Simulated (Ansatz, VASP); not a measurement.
## Au in VASP and in Ansatz

File INCAR:

```
ALGO     = Fast           # electronic algorithm
EDIFF    = 1E-6           # SCF threshold, eV
ENCUT    = 520            # plane-wave cutoff, eV
GGA      = PE             # functional
ISIF     = 2              # what is computed and relaxed
ISMEAR   = 0              # smearing method
LASPH    = True           # aspherical terms in the spheres
LCHARG   = True           # write CHGCAR
LELF     = True           # ELF
LREAL    = False          # projectors in reciprocal space
LVHAR    = True         
LWAVE    = False          # write WAVECAR
NBANDS   = 12             # bands
NELM     = 60             # most SCF steps
PREC     = Accurate       # precision mode
SIGMA    = 0.15           # smearing width, eV
```

File KPOINTS:

```
k-points
0
Gamma
  20 20 20
```

File POSCAR:

```
Au
1.0
    0.0000000000      2.2091400000      1.9636800000
    2.2091400000      0.0000000000      1.9636800000
    2.2091400000      2.2091400000      0.0000000000
Au
1
Direct
    0.0000000000      0.0000000000      0.0000000000
```

Input for Ansatz:

```yaml
crystal:
  lattice:
    - [0.0, 2.20914, 1.96368]
    - [2.20914, 0.0, 1.96368]
    - [2.20914, 2.20914, 0.0]
  atoms:
    - { symbol: Au, position: [0.0, 0.0, 0.0] }
basis:
  ecutwfc: 420
kpoints:
  mp_grid: { grid: [20, 20, 20] }
hamiltonian:
  xc: pbe
scf:
  occupations: { method: gaussian, width: 0.15 }
output:
  forces: true
  stress: true
  eigenvalues: true
```

Change from the starting cell: strain +0.080 along x and y, -0.040 along z, atoms carried along.

Alike in both runs: task single point; functional PBE; k mesh 20 × 20 × 20; occupations gaussian, width 0.15 eV; no spin polarisation.

```csv
,VASP,Ansatz
version,VASP 6.6.1,Ansatz 0.2.0
potentials or method,"VASP PAW PBE potentials, release 64 (Au), cutoff 520 eV","scalar-relativistic, plane waves, PAW"
valence electrons in the cell,11,19
```

Ansatz gave:

- gap on the k mesh at the Fermi level (eV): none
- pressure (GPa): -7.2
- traceless stress, the component that is largest in VASP (GPa): 0.62

Problem. Estimate VASP's values.

Solution. gap on the k mesh at the Fermi level (eV): none; pressure (GPa): -7.3; traceless stress, the component that is largest in VASP (GPa): 0.63.

A gap of «none» marks a metal or a gap that the smearing closes. VASP's potentials hold 11 valence electrons a cell and Ansatz's 19, so a difference there can come from the potentials and not from the codes.

Spin-orbit coupling is off throughout.
